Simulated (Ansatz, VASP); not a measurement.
# Ta2Si2Ge: VASP beside Ansatz

INCAR

```
PREC = Accurate ; ENCUT = 600
EDIFF = 1E-6 ; ISMEAR = 0
SIGMA = 0.1 ; LREAL = F
LASPH = T ; NELM = 80
ALGO = Normal ; ISIF = 3
LWAVE = F ; LCHARG = F
GGA = PE ; IBRION = 2
NSW = 90 ; EDIFFG = -0.04
```

Contents of KPOINTS:

```
Automatic mesh
0
Gamma
  6 6 2
```

The input POSCAR:

```
Ta2Si2Ge
1.0
    2.9206635869      0.0000000000      0.0000000000
    1.2356730503      2.7427058259      0.0000000000
    1.1675473698      0.6756427395     10.5884578181
Ta Si Ge
2 2 1
Direct
    0.4037464101      0.5094043183      0.7053777371
    0.5391986768      0.6104274233      0.2938070712
    0.9462419959      0.0131861980      0.1101504557
    0.9985352609      0.1084319840      0.8883877250
    0.1122776563      0.2585500764      0.5022770110
```

Input for Ansatz:

```yaml
crystal:
  lattice:
    - [2.9206635869, 0.0, 0.0]
    - [1.2356730503, 2.7427058259, 0.0]
    - [1.1675473698, 0.6756427395, 10.5884578181]
  atoms:
    - { symbol: Ta, position: [0.4037464101, 0.5094043183, 0.7053777371] }
    - { symbol: Ta, position: [0.5391986768, 0.6104274233, 0.2938070712] }
    - { symbol: Si, position: [0.9462419959, 0.013186198, 0.1101504557] }
    - { symbol: Si, position: [0.9985352609, 0.108431984, 0.888387725] }
    - { symbol: Ge, position: [0.1122776563, 0.2585500764, 0.502277011] }
basis:
  ecutwfc: 420
kpoints:
  mp_grid: { grid: [6, 6, 2] }
hamiltonian:
  xc: pbe
scf:
  occupations: { method: gaussian, width: 0.1 }
  lower_state_search: "off"
output:
  forces: true
  stress: true
  eigenvalues: true
relax:
  adjacent_minimum: "off"
  f_tol: 0.04
  max_steps: 70
  cell: { stress_tol: 0.4 }
```

Change from the starting cell: the structure that the rattled cell fell into.

Alike in both runs: task relaxation of cell and atoms; functional PBE; k mesh 6 × 6 × 2; occupations gaussian, width 0.1 eV; no spin polarisation.

|  | VASP | Ansatz |
| --- | --- | --- |
| version | VASP 6.6.1 | Ansatz 0.2.0 |
| potentials or method | VASP PAW PBE potentials, release 64 (Ta_pv, Si, Ge_d), cutoff 600 eV | scalar-relativistic, plane waves, PAW |
| valence electrons in the cell | 44 | 48 |

|  | VASP | Ansatz | Ansatz less VASP |
| --- | --- | --- | --- |
| gap on the k mesh at the Fermi level, each at its own relaxed structure (eV) | none | none | - |
| relaxed volume (Å³/atom) | 16.84 | 16.81 | -0.036 |
| relaxed cell length with the largest relative difference (Å) | 10.459 | 10.484 | +0.0251 |

A gap of «none» marks a metal or a gap that the smearing closes. VASP's potentials hold 44 valence electrons a cell and Ansatz's 48, so a difference there can come from the potentials and not from the codes.

The k mesh is coarse, so the values compare programs but aren't converged. Neither program's run includes spin-orbit coupling.
